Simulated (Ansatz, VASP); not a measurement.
## TePt in VASP and in Ansatz

Contents of INCAR:

```
ALGO = Normal
EDIFF = 1E-6
ENCUT = 520
GGA = PS
ISIF = 2
ISMEAR = 0
IVDW = 13
LASPH = T
LCHARG = T
LELF = T
LREAL = F
LVHAR = T
LWAVE = F
NBANDS = 24
NELM = 100
PREC = Accurate
SIGMA = 0.1
```

The input KPOINTS:

```
k-points
0
Gamma
  6 6 6
```

The input POSCAR:

```
TePt
1.0
    1.9815661262      1.1440577364      6.6610334788
   -1.9815661262      1.1440577364      6.6610334788
    0.0000000000     -2.2881154728      6.6610334788
Te Pt
2 2
Direct
    0.5980000000      0.5980000000      0.5980000000
    0.4020000000      0.4020000000      0.4020000000
    0.8703333333      0.8703333333      0.8703333333
    0.1296666667      0.1296666667      0.1296666667
```

Input for Ansatz:

```yaml
crystal:
  lattice:
    - [1.9815661262, 1.1440577364, 6.6610334788]
    - [-1.9815661262, 1.1440577364, 6.6610334788]
    - [0.0, -2.2881154728, 6.6610334788]
  atoms:
    - { symbol: Te, position: [0.598, 0.598, 0.598] }
    - { symbol: Te, position: [0.402, 0.402, 0.402] }
    - { symbol: Pt, position: [0.8703333333, 0.8703333333, 0.8703333333] }
    - { symbol: Pt, position: [0.1296666667, 0.1296666667, 0.1296666667] }
basis:
  ecutwfc: 420
kpoints:
  mp_grid: { grid: [6, 6, 6] }
hamiltonian:
  xc: pbesol
  dispersion: d4
scf:
  occupations: { method: gaussian, width: 0.1 }
output:
  forces: true
  stress: true
  eigenvalues: true
```

Alike in both runs: task single point; functional PBEsol; dispersion D4; k mesh 6 × 6 × 6; occupations gaussian, width 0.1 eV; no spin polarisation.

```csv
,VASP,Ansatz
version,VASP 6.6.1,Ansatz 0.2.0
potentials or method,"VASP PAW PBE potentials, release 64 (Te, Pt), cutoff 520 eV","scalar-relativistic, plane waves, PAW"
valence electrons in the cell,32,68
```

```csv
,VASP,Ansatz,Ansatz less VASP
gap on the k mesh at the Fermi level (eV),none,none,-
pressure (GPa),-2.7,-2.6,+0.15
"traceless stress, the component that is largest in VASP (GPa)",-0.26,-0.28,-0.022
rms of the force components (eV/Å),0.093,0.093,+0.0004
```

VASP's potentials were made for PBE, not for PBEsol. Atom by atom the forces differ by 0.004 eV/Å (rms over components). A gap of «none» marks a metal or a gap that the smearing closes. VASP's potentials hold 32 valence electrons a cell and Ansatz's 68, so a difference there can come from the potentials and not from the codes.

Spin-orbit coupling is off throughout.
